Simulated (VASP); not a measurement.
Input of a VASP 6.6.1 run:

File INCAR:

```
SYSTEM = Sr2In
ALGO = Fast ; EDIFF = 1E-7
ENCUT = 520 ; GGA = PE
ISIF = 2 ; ISMEAR = 1
LASPH = .True. ; LCHARG = .False.
LREAL = .False. ; LWAVE = .False.
NBANDS = 24 ; NELM = 60
PREC = Accurate ; SIGMA = 0.1
```

The input KPOINTS:

```
k-points
0
Gamma
  12 12 12
  0 0 0
```

POSCAR

```
Sr2In
1.0
    5.8124693364      0.0000000000      0.0000000000
   -2.9062346682      5.0337461040      0.0000000000
    0.0000000000      0.0000000000      3.5963875713
Sr In
2 1
Direct
    0.3333333333      0.6666666667      0.5000000000
    0.6666666667      0.3333333333      0.5000000000
    0.0000000000      0.0000000000      0.0000000000
```

Potentials or basis: VASP PAW PBE potentials, release 64 (Sr_sv, In_d).

Command:

```console
$ cat potpaw_PBE.64/Sr_sv/POTCAR potpaw_PBE.64/In_d/POTCAR > POTCAR
$ mpirun -np 1 vasp_std > vasp.out
```

Task: Predict the band gap on the k mesh.

Result: Zero (an odd number of electrons rules out a gap without spin polarisation).

Task: What does it give for the pressure?

Result: 0.1 GPa.

Caveat: spin-orbit coupling is left out, which moves the levels of the heavy elements.
